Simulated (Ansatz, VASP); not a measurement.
**One calculation of Ag, two programs**

File INCAR:

```
SYSTEM = Ag
PREC = Accurate
ENCUT = 520
EDIFF = 1E-6
ISMEAR = 1
SIGMA = 0.15
LREAL = .FALSE.
LASPH = .TRUE.
NELM = 150
ALGO = Fast
ISIF = 2
LWAVE = .FALSE.
LCHARG = .TRUE.
MAGMOM = 0 0 0
LORBIT = 11
LSORBIT = .TRUE.
GGA_COMPAT = .FALSE.
LORBMOM = .TRUE.
LMAXMIX = 4
GGA = PE
ALDAC = 0.0
AGGAC = 0.0
LVHAR = .TRUE.
NBANDS = 22
```

Contents of KPOINTS:

```
Automatic mesh
0
G
  11 11 11
  0 0 0
```

The input POSCAR:

```
Ag
1.0
    0.0000000000      1.9088799020      1.9088799020
    1.9088799020      0.0000000000      1.9088799020
    1.9088799020      1.9088799020      0.0000000000
Ag
1
Direct
    0.0000000000      0.0000000000      0.0000000000
```

The input input.yaml:

```yaml
crystal:
  lattice:
    - [0.0, 1.908879902, 1.908879902]
    - [1.908879902, 0.0, 1.908879902]
    - [1.908879902, 1.908879902, 0.0]
  atoms:
    - { symbol: Ag, position: [0.0, 0.0, 0.0] }
hamiltonian:
  xc: { exchange: pbe, correlation: none }
  pseudopotentials: { kind: nc_fr }
magnetization:
  noncollinear: true
  spin_orbit: true
kpoints:
  mp_grid: { grid: [11, 11, 11] }
scf:
  occupations: { method: methfessel_paxton, width: 0.15 }
output:
  forces: true
  stress: true
  eigenvalues: true
```

Alike in both runs: task single point; functional PBE exchange alone; k mesh 11 × 11 × 11; occupations methfessel-paxton of order 1, width 0.15 eV; non-collinear spin, spin-orbit coupling.

|  | VASP | Ansatz |
| --- | --- | --- |
| version | VASP 6.6.1 | Ansatz 0.2.0 |
| potentials or method | VASP PAW PBE potentials, release 64 (Ag) | PseudoDojo standard (PBE files) |
| plane-wave cutoff (eV) | 520 | 1116 |
| valence electrons in the cell | 11 | 19 |

|  | VASP | Ansatz | Ansatz less VASP |
| --- | --- | --- | --- |
| net moment per atom (μB) | 0.00 | 0.00 | 0.000 |

VASP's potentials were made for PBE, not for PBE exchange alone. VASP's potentials hold 11 valence electrons a cell and Ansatz's 19, so a difference there can come from the potentials and not from the codes.

Noted on Ansatz's run: the potentials were made for another functional, which shifts forces and pressure.
